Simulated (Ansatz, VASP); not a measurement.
P: VASP beside Ansatz

The input INCAR:

```
SYSTEM = P
PREC = Accurate
ENCUT = 520
EDIFF = 1E-6
ISMEAR = 0
SIGMA = 0.02
LREAL = .False.
LASPH = .True.
NELM = 60
ALGO = Normal
ISIF = 2
LWAVE = .False.
LCHARG = .False.
LDIPOL = .True.
IDIPOL = 3
DIPOL = 0.5 0.5 0.500
GGA = PE
IVDW = 12
IBRION = 2
NSW = 60
EDIFFG = -0.01
```

Contents of KPOINTS:

```
regular mesh
0
Gamma
  9 9 1
  0 0 0
```

POSCAR

```
P
1.0
    3.4818391141      0.0000000000      0.0000000000
   -1.7409195571      3.0153611247      0.0000000000
    0.0000000000      0.0000000000     28.0000000000
P
2
Direct
    0.3333333333      0.6666666667      0.5222365346
    0.6666666667      0.3333333333      0.4777634654
```

Input for Ansatz:

```yaml
crystal:
  lattice:
    - [3.4818391141, 0.0, 0.0]
    - [-1.7409195571, 3.0153611247, 0.0]
    - [0.0, 0.0, 28.0]
  atoms:
    - { symbol: P, position: [0.3333333333, 0.6666666667, 0.5222365346] }
    - { symbol: P, position: [0.6666666667, 0.3333333333, 0.4777634654] }
  periodic: [true, true, false]
basis:
  ecutwfc: 420
kpoints:
  mp_grid: { grid: [9, 9, 1] }
  band_path:
    path:
      - [0, 0, 0]
      - [0.5, 0, 0]
      - [0.333333333333, 0.333333333333, 0]
      - [0, 0, 0]
    npoints: 8
hamiltonian:
  xc: pbe
  dispersion: d3bj
scf:
  occupations: { method: gaussian, width: 0.02 }
output:
  forces: true
  stress: true
  eigenvalues: true
relax:
  adjacent_minimum: "off"
  f_tol: 0.01
  max_steps: 40
```

Change from the starting cell: biaxial strain +0.070, atoms relaxed.

Alike in both runs: task relaxation of the atoms; functional PBE; dispersion D3(BJ); k mesh 9 × 9 × 1; occupations gaussian, width 0.02 eV; no spin polarisation.

|  | VASP | Ansatz |
| --- | --- | --- |
| version | VASP 6.6.1 | Ansatz 0.2.0 |
| potentials or method | VASP PAW PBE potentials, release 64 (P), cutoff 520 eV | scalar-relativistic, plane waves, PAW |
| valence electrons in the cell | 10 | 10 |

Ansatz gave:

- gap on the k mesh at the Fermi level, each at its own relaxed structure (eV): 1.48

Problem. Estimate VASP's values.

Solution. gap on the k mesh at the Fermi level, each at its own relaxed structure (eV): 1.49.

Ansatz's warnings: stress scf threshold loose.
